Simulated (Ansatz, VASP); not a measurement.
**Sr: VASP beside Ansatz**

The input INCAR:

```
SYSTEM = Sr
  PREC = Accurate
  ENCUT = 520
  EDIFF = 1E-7
  ISMEAR = 0
  SIGMA = 0.15
  LREAL = .False.
  LASPH = .True.
  NELM = 60
  ALGO = Fast
  ISIF = 2
  LWAVE = .False.
  LCHARG = .True.
  GGA = PS
  LELF = .True.
  LVHAR = .True.
  NBANDS = 17
```

Contents of KPOINTS:

```
regular mesh
0
Gamma
  12 12 8
  0 0 0
```

File POSCAR:

```
Sr
1.0
    4.4464186161      0.0000000000      0.0000000000
   -2.2232093081      3.5840804483      0.0000000000
    0.0000000000      0.0000000000      6.5572994169
Sr
2
Direct
    0.3333333333      0.6666666667      0.2500000000
    0.6666666667      0.3333333333      0.7500000000
```

Input for Ansatz:

```yaml
crystal:
  lattice:
    - [4.4464186161, 0.0, 0.0]
    - [-2.2232093081, 3.5840804483, 0.0]
    - [0.0, 0.0, 6.5572994169]
  atoms:
    - { symbol: Sr, position: [0.3333333333, 0.6666666667, 0.25] }
    - { symbol: Sr, position: [0.6666666667, 0.3333333333, 0.75] }
basis:
  ecutwfc: 420
kpoints:
  mp_grid: { grid: [12, 12, 8] }
hamiltonian:
  xc: pbesol
  pseudopotentials: { kind: paw }
scf:
  occupations: { method: gaussian, width: 0.15 }
output:
  forces: true
  stress: true
  eigenvalues: true
  write_density: true
  write_potential: true
  elf: true
  volumetric_format: npy
```

Change from the starting cell: strain +e along x and -e along y +0.0367, strain +e along z and -e/2 along x and y -0.0467.

Alike in both runs: task single point; functional PBEsol; k mesh 12 × 12 × 8; occupations gaussian, width 0.15 eV; no spin polarisation.

```csv
,VASP,Ansatz
version,VASP 6.6.1,Ansatz 0.2.0
potentials or method,"VASP PAW PBE potentials, release 64 (Sr_sv), cutoff 520 eV","scalar-relativistic, plane waves, PAW"
valence electrons in the cell,20,20
```

```tsv
	VASP	Ansatz	Ansatz less VASP
gap on the k mesh at the Fermi level (eV)	none	none	-
pressure (GPa)	0.1	0.1	-0.01
traceless stress, the component that is largest in VASP (GPa)	-1.06	-1.06	+0.002
rms of the force components (eV/Å)	0.052	0.052	-0.0002
```

VASP's potentials were made for PBE, not for PBEsol. Atom by atom the forces differ by 0.000 eV/Å (rms over components). A gap of «none» marks a metal or a gap that the smearing closes.
